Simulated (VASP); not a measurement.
Set up this calculation in VASP 6.6.1, as the native input.

```yaml
Task: single point
Functional: PBE
Potentials_or_basis: VASP PAW PBE potentials, release 64 (Zr_sv, Hf_pv, Se)
Cutoff: 520 eV
k_mesh: 4 × 4 × 4
Occupations: gaussian, width 0.1 eV
Spin: no spin polarisation
Dipole_correction: no
Further_INCAR_settings: ALGO = Normal; EDIFF = 1e-06; NBANDS = 32
```

The structure of HfZrSe4 lies in POSCAR:

```
HfZrSe4
1.0
   -2.8464624413      2.8464624413      6.6832197511
    2.8464624413     -2.8464624413      6.6832197511
    2.8464624413      2.8464624413     -6.6832197511
Zr Hf Se
1 1 4
Direct
    0.5000000000      0.5000000000      0.0000000000
    0.0000000000      0.0000000000      0.0000000000
    0.1317879127      0.1317879127      0.4959810695
    0.8682120873      0.3641931568      0.0000000000
    0.3641931568      0.8682120873      0.0000000000
    0.6358068432      0.6358068432      0.5040189305
```

These files were run (other wordings do the same):

INCAR

```
PREC = Accurate ; ENCUT = 520
EDIFF = 1E-6 ; ISMEAR = 0
SIGMA = 0.1 ; LREAL = False
LASPH = True ; NELM = 60
ALGO = Normal ; ISIF = 2
LWAVE = False ; LCHARG = False
GGA = PE ; NBANDS = 32
```

KPOINTS

```
Automatic mesh
0
Gamma
  4 4 4
```

Potentials or basis: VASP PAW PBE potentials, release 64 (Zr_sv, Hf_pv, Se).

Run with:

```sh
$ cat potpaw_PBE.64/Zr_sv/POTCAR potpaw_PBE.64/Hf_pv/POTCAR potpaw_PBE.64/Se/POTCAR > POTCAR
$ mpirun -np 1 vasp_std > vasp.out
```

Results of the run:

```json
{"Pressure": "0.0 GPa", "Largest force": "0.018 eV/Å", "Band gap on the k mesh": "1.59 eV, indirect (least direct gap 1.74 eV)"}
```

Caveat: spin-orbit coupling is left out, which moves the levels of the heavy elements.

Wall time 2.7 min on 1 thread of AMD EPYC 9R45 96-Core Processor (Zen 5), with other jobs on the host, peak memory 0.5 GiB.
